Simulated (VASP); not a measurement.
**LiH: single point with PBE**

Crystal: LiH.

```
Li H
1.0
     0.00000    2.03250    2.03250
     2.03250    0.00000    2.03250
     2.03250    2.03250    0.00000
Li H
1 1
Direct
  0.97391 0.00000 0.00000
  0.50000 0.50000 0.50000
```

This cell differs from its parent crystal: all Li atoms moved +0.075 Å, as atom 1 towards its neighbour atom 1 (Li) at 2.874 Å.

```yaml
Program: VASP 6.6.1
Task: single point
Functional: PBE
Potentials_or_basis: VASP PAW PBE potentials, release 64 (Li_sv, H)
Cutoff: 520 eV
k_mesh: 10 × 10 × 10
Occupations: gaussian, width 0.05 eV
Spin: no spin polarisation
Dipole_correction: no
Further_INCAR_settings: ALGO = Normal; EDIFF = 1e-06; NBANDS = 9
```

| Item | Value |
| --- | --- |
| Largest force | 0.072 eV/Å |
| Band gap on the k mesh | 3.01 eV |

Forces on the atoms (eV/Å):
```
Li   0.000  0.051  0.051
H    0.000 -0.051 -0.051
```

Levels at points of the mesh, in eV from the valence-band top:
```tsv
k point	band 1	band 2	band 3	band 4	band 5
(0.00, 0.00, 0.00)	-44.33	-5.27	15.44	17.46	17.48
(0.50, 0.00, 0.00)	-44.29	-2.50	4.80	13.33	16.11
(0.00, 0.50, 0.00)	-44.29	-2.51	4.83	13.31	16.11
(0.50, 0.50, 0.00)	-44.28	-0.02	3.04	10.60	10.62
(0.00, 0.50, 0.50)	-44.28	0.00	3.01	10.61	10.61
```

It took 27 s on 1 thread of Intel Xeon 8259CL, on a shared host, peak memory 0.15 GiB.

Caveat: the cell differs from its parent crystal (all Li atoms moved +0.075 Å, as atom 1 towards its neighbour atom 1 (Li) at 2.874 Å). A k mesh can miss the band edges.
